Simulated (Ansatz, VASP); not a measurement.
## BaBi2Ir2 in VASP and in Ansatz

INCAR

```
  PREC = Accurate
  ENCUT = 500
  EDIFF = 1E-6
  ISMEAR = -1
  SIGMA = 0.1
  LREAL = F
  LASPH = T
  NELM = 120
  ALGO = Normal
  ISIF = 2
  LWAVE = F
  LCHARG = F
  GGA = PE
  NBANDS = 37
  GGA_COMPAT = F
```

The input KPOINTS:

```
regular mesh
0
Gamma
  8 8 8
```

Contents of POSCAR:

```
BaBi2Ir2
1.0
    0.0000000000      4.6908500000      0.0000000000
    4.6908500000      0.0000000000      0.0000000000
    2.3454250000      2.3454250000     -6.7990500000
Ir Bi Ba
2 2 1
Direct
    0.7500000000      0.2500000000      0.5000000000
    0.2500000000      0.7500000000      0.5000000000
    0.3750000000      0.3750000000      0.2500000000
    0.6250000000      0.6250000000      0.7500000000
    0.0000000000      0.0000000000      0.0000000000
```

Input for Ansatz:

```yaml
crystal:
  lattice:
    - [0.0, 4.69085, 0.0]
    - [4.69085, 0.0, 0.0]
    - [2.345425, 2.345425, -6.79905]
  atoms:
    - { symbol: Ir, position: [0.75, 0.25, 0.5] }
    - { symbol: Ir, position: [0.25, 0.75, 0.5] }
    - { symbol: Bi, position: [0.375, 0.375, 0.25] }
    - { symbol: Bi, position: [0.625, 0.625, 0.75] }
    - { symbol: Ba, position: [0.0, 0.0, 0.0] }
  symmetry: { tolerance: 0.0003 }
kpoints:
  mp_grid: { grid: [8, 8, 8], shift: [0, 0, 0] }
  band_path:
    path:
      - [0.0, 0.0, 0.0]
      - [0.5, 0.5, 0.5]
      - [0.5, 0.5, 0.25]
      - [0.0, 0.5, 0.0]
      - [0.0, 0.0, 0.0]
      - [0.0, 0.0, -0.5]
      - [0.0, 0.44050005, -0.27974998]
      - [0.0, 0.55949995, 0.27974998]
      - [0.0, 0.0, 0.0]
      - [0.5, 0.5, 0.5]
      - [0.44050005, 0.55949995, 0.5]
    npoints: 6
magnetization:
  spin_polarized: false
scf:
  occupations: { method: fermi_dirac }
  lower_state_search: "off"
  max_iter: 200
hamiltonian:
  pseudopotentials: { kind: paw }
  xc: pbe
basis:
  ecutwfc: 420
  fft_grid_basis: typed
output:
  forces: true
  stress: true
  eigenvalues: true
  bader: true
  populations: true
  elf: true
  write_potential: true
  volumetric_format: npy
  dos:
    e_range: [-12, 8]
    de: 0.05
    projected: { site_lists: { Ba: [Ba], Bi: [Bi], Ir: [Ir] } }
checkpoint:
  read: saved_state
```

Alike in both runs: task single point; functional PBE; k mesh 8 × 8 × 8; no spin polarisation.

|  | VASP | Ansatz |
| --- | --- | --- |
| version | VASP 6.6.1 | Ansatz 0.2.0 |
| potentials or method | VASP PAW PBE potentials, release 64 (Ir, Bi_d, Ba_sv), cutoff 500 eV | PAW plane waves |
| occupations | fermi-dirac, width 0.1 eV | fermi-dirac |
| valence electrons in the cell | 58 | 74 |

|  | VASP | Ansatz | Ansatz less VASP |
| --- | --- | --- | --- |
| pressure (GPa) | -8.9 | -9.0 | -0.15 |
| traceless stress, the component that is largest in VASP (GPa) | 0.50 | 0.57 | +0.073 |
| rms of the force components (eV/Å) | 0.818 | 0.814 | -0.0042 |

Atom by atom the forces differ by 0.004 eV/Å (rms over components). VASP's potentials hold 58 valence electrons a cell and Ansatz's 74, so a difference there can come from the potentials and not from the codes.

Neither program's run includes spin-orbit coupling.
